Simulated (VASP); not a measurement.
WS2, 3 atoms in the cell. The cell holds a slab with vacuum, 3 atoms: a = 3.160 Å, b = 3.160 Å, c = 16.939 Å, α = 90.00°, β = 90.00°, γ = 120.00°. 

| Property | Result |
| --- | --- |
| Program | VASP 6.6.1 |
| Task | relaxation of the atoms |
| Functional | PBE |
| Dispersion | D3(BJ) |
| Potentials or basis | VASP PAW PBE potentials, release 64 (W_sv, S) |
| Cutoff | 520 eV |
| k mesh | 12 × 12 × 2 |
| Occupations | gaussian, width 0.05 eV |
| Spin | no spin polarisation |
| Dipole correction | no |
| Further INCAR settings | ALGO = Normal; EDIFF = 1e-06; IBRION = 2; EDIFFG = -0.01; NSW = 50 |

Potentials or basis: VASP PAW PBE potentials, release 64 (W_sv, S).

Command:

```sh
$ cat potpaw_PBE.64/W_sv/POTCAR potpaw_PBE.64/S/POTCAR > POTCAR
$ mpirun -np 1 vasp_std > vasp.out
```

Hardware: 1 thread of Oxide Virtual Turin-like Processor (shared host).

Question: How long does it take, and how much memory?

Answer: It took 3 min on 1 thread of Oxide Virtual Turin-like Processor, with other jobs on the host, peak memory 0.26 GiB. Counts: scf iterations 21, k points 38, ion steps 1.
